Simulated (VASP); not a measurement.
Input of a VASP 6.6.1 run:

File POSCAR:

```
MgV2O6
1.0
    4.6395000000     -1.7510000000      0.0000000000
    4.6395000000      1.7510000000      0.0000000000
   -2.4964042557      0.0000000000      6.2509460718
Mg V O
1 2 6
Direct
    0.0000000000      0.0000000000      0.0000000000
    0.8051400000      0.8051400000      0.3436000000
    0.1948600000      0.1948600000      0.6564000000
    0.9607000000      0.9607000000      0.2764000000
    0.0393000000      0.0393000000      0.7236000000
    0.6930000000      0.6930000000      0.5652000000
    0.3070000000      0.3070000000      0.4348000000
    0.6517000000      0.6517000000      0.1133000000
    0.3483000000      0.3483000000      0.8867000000
```

Contents of INCAR.step1:

```
SYSTEM = MgV2O6
  PREC = Accurate
  ENCUT = 660
  ISMEAR = 0
  SIGMA = 0.1
  LREAL = .False.
  LASPH = .True.
  NELM = 200
  ISPIN = 2
  MAGMOM = 0 2 2 0 0 0 0 0 0
  LMAXMIX = 4
  NBANDS = 46
  GGA = PE
  ALGO = Normal
  EDIFF = 1E-5
  LWAVE = .True.
  LCHARG = .False.
  GGA_COMPAT = .False.
  KPAR = 4
```

File INCAR.step2:

```
SYSTEM = MgV2O6
  PREC = Accurate
  ENCUT = 660
  EDIFF = 1E-6
  ISMEAR = 0
  SIGMA = 0.1
  LREAL = .False.
  LASPH = .True.
  NELM = 200
  ALGO = Normal
  ISIF = 2
  LWAVE = .False.
  LCHARG = .True.
  ISPIN = 2
  MAGMOM = 0 2 2 0 0 0 0 0 0
  LORBIT = 11
  LMAXMIX = 4
  METAGGA = R2SCAN
  LMIXTAU = .True.
  LVHAR = .True.
  NBANDS = 46
  ISTART = 1
  GGA_COMPAT = .False.
  KPAR = 4
```

Contents of KPOINTS:

```
Automatic mesh
0
Gamma
  6 6 4
  0 0 0
```

Potentials or basis: VASP PAW PBE potentials, release 64 (Mg, V_sv, O).

Run with:

```bash
$ cat potpaw_PBE.64/Mg/POTCAR potpaw_PBE.64/V_sv/POTCAR potpaw_PBE.64/O/POTCAR > POTCAR
$ cp INCAR.step1 INCAR
$ mpirun -np 4 vasp_std > vasp.out
$ cp INCAR.step2 INCAR
$ mpirun -np 4 vasp_std > vasp.out
```

(1) Estimate the pressure.

(2) Estimate the largest force.

## Answers

(1) -1.5 GPa.

(2) 0.156 eV/Å.

Caveat: the moments typed at the start vanished in this run; the PAW data sets were made with another functional, which shifts forces and pressure a little.
